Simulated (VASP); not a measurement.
A run of VASP 6.6.1 is set up as follows.

Contents of INCAR:

```
SYSTEM = Sn
ALGO = Normal
EDIFF = 1E-8
ENCUT = 520
GGA = PE
ISIF = 2
ISMEAR = -1
LASPH = .True.
LCHARG = .False.
LEFG = .True.
LREAL = .False.
LWAVE = .False.
NBANDS = 21
NELM = 80
PREC = Accurate
SIGMA = 0.05
```

KPOINTS

```
k-points
0
Gamma
  15 15 15
  0 0 0
```

POSCAR

```
Sn
1.0
   -2.9158500000      2.9158500000      1.6065565000
    2.9158500000     -2.9158500000      1.6065565000
    2.9158500000      2.9158500000     -1.6065565000
Sn
2
Direct
    0.0000000000      0.0000000000      0.0000000000
    0.7500000000      0.2500000000      0.5000000000
```

Potentials or basis: VASP PAW PBE potentials, release 64 (Sn_d).

Command:

```sh
$ cat potpaw_PBE.64/Sn_d/POTCAR > POTCAR
$ mpirun -np 1 vasp_std > vasp.out
```

Problem. What does it give for the pressure?

Solution. 2.0 GPa.

Problem. Estimate the band gap on the k mesh.

Solution. Zero (band 14 reaches 9.38 eV, above the bottom of band 15 at 5.08 eV).

Stress tensor (GPa, compression positive):
```
2.51 0.00 0.00
0.00 2.51 0.00
0.00 0.00 1.07
```

Caveat: the cell differs from its parent crystal (zz strain of +1 %); without QUAD_EFG the Cq values of the log hold for a quadrupole moment of 1 mb, not for the nuclei; spin-orbit coupling is left out, which moves the levels of the heavy elements.
